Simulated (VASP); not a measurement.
# GaAs: single point with PBE

Crystal: GaAs.

```
CELL_PARAMETERS angstrom
0.00000 2.87269 2.91578
2.87269 0.00000 2.91578
2.87269 2.87269 0.00000
ATOMIC_POSITIONS crystal
Ga 0.00000 0.00000 0.00000
As 0.75000 0.75000 0.75000
```

This cell differs from its parent crystal: strain +0.0150 x Voigt [0, 0, 1, 0, 0, 0].

- Program: VASP 6.6.1
- Task: single point
- Functional: PBE
- Potentials or basis: VASP PAW PBE potentials, release 64 (Ga_d, As)
- Cutoff: 520 eV
- k mesh: 10 × 10 × 10
- Occupations: gaussian, width 0.03 eV
- Spin: no spin polarisation

- Pressure: -0.7 GPa
- Band gap on the k mesh: 0.03 eV, direct

Stress tensor (GPa, compression positive):
```
-0.41  0.00  0.00
 0.00 -0.41  0.00
 0.00  0.00 -1.29
```

Levels at points of the mesh, in eV from the valence-band top:
```
           k point  band 5  band 6  band 7  band 8  band 9  band 10  band 11  band 12  band 13  band 14
(0.00, 0.00, 0.00)  -14.67  -12.32   -0.08    0.00    0.00     0.03     3.67     3.67     3.71     7.37
(0.50, 0.00, 0.00)  -14.66  -10.74   -6.34   -1.13   -1.02     0.80     4.54     4.63     7.65     9.90
(0.50, 0.50, 0.00)  -14.66  -10.11   -6.62   -2.43   -2.43     1.61     1.74     9.64     9.64    10.32
(0.50, 0.00, 0.50)  -14.66  -10.07   -6.53   -2.53   -2.52     1.52     1.61     9.59     9.68    10.42
```

Wall time 77 s on 1 thread of Intel Xeon 6975P-C, with other jobs on the host, peak memory 0.22 GiB.

Caveat: the cell differs from its parent crystal (strain +0.0150 x Voigt [0, 0, 1, 0, 0, 0]).
